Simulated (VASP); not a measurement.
Hf:

```
CELL_PARAMETERS angstrom
3.24323 0.00000 0.00000
-1.62161 2.80872 0.00000
0.00000 0.00000 10.46004
ATOMIC_POSITIONS crystal
Hf 0.00000 0.00000 0.00000
Hf 0.00000 0.00000 0.50000
Hf 0.33333 0.66667 0.75000
Hf 0.66667 0.33333 0.25000
```

* Program: VASP 6.6.1
* Task: relaxation of cell and atoms
* Functional: PBE
* Potentials or basis: VASP PAW PBE potentials, release 64 (Hf_pv)
* Cutoff: 600 eV
* k mesh: 6 × 6 × 2
* Occupations: gaussian, width 0.1 eV
* Spin: no spin polarisation

At the start: pressure -5.5 GPa; volume 23.82 Å³/atom.

Problem. Where does the relaxation end?

Solution. Over 3 steps the energy falls by 24.0 meV/atom and the volume is 22.51 Å³/atom (-5.5 %); space group P6_3/mmc (No. 194, to 0.05 Å).

The path:
| step | energy change (eV) | largest force (eV/Å) | pressure (GPa) | volume (Å³) |
| --- | --- | --- | --- | --- |
| 1 | 0.0000 | 0.0000 | -5.53 | 95.28 |
| 2 | 0.0320 | 0.0000 | 7.67 | 84.38 |
| 3 | -0.0959 | 0.0000 | -0.08 | 90.04 |

Final structure:
```xyz
4
Lattice="3.1838 0.0000 0.0000 -1.5919 2.7573 0.0000 0.0000 0.0000 10.2570" Properties=species:S:1:pos:R:3 pbc="T T T"
Hf    0.0000    0.0000    0.0000
Hf    0.0000    0.0000    5.1285
Hf    0.0000    1.8382    7.6927
Hf    1.5919    0.9191    2.5642
```

Caveat: the k points lie up to 0.38 Å⁻¹ apart in the final cell.
